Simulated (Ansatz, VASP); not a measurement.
Al in VASP and in Ansatz

```
Al
1.0
     2.95308    0.00000    0.00000
    -1.47654    2.55744    0.00000
     0.00000    0.00000    5.11019
Al
2
Direct
  0.66667 0.33333 0.75000
  0.33333 0.66667 0.25000
```

Change from the starting cell: strain +0.050 along x and y, +0.050 along z, atoms carried along.

Alike in both runs: task single point; functional PBEsol; dispersion D3(BJ); k mesh 18 × 18 × 10; occupations gaussian, width 0.15 eV; no spin polarisation.

|  | VASP | Ansatz |
| --- | --- | --- |
| version | VASP 6.6.1 | Ansatz 0.2.0 |
| potentials or method | VASP PAW PBE potentials, release 64 (Al), cutoff 520 eV | scalar-relativistic, plane waves, PAW |
| valence electrons in the cell | 6 | 6 |

Ansatz gave:

```
gap on the k mesh at the Fermi level (eV)                     : none
pressure (GPa)                                                : -11.2
traceless stress, the component that is largest in VASP (GPa) : -0.20
```

Question: Which values does VASP return?

Answer: gap on the k mesh at the Fermi level (eV): none; pressure (GPa): -11.2; traceless stress, the component that is largest in VASP (GPa): -0.21.

VASP's potentials were made for PBE, not for PBEsol. A gap of «none» marks a metal or a gap that the smearing closes.
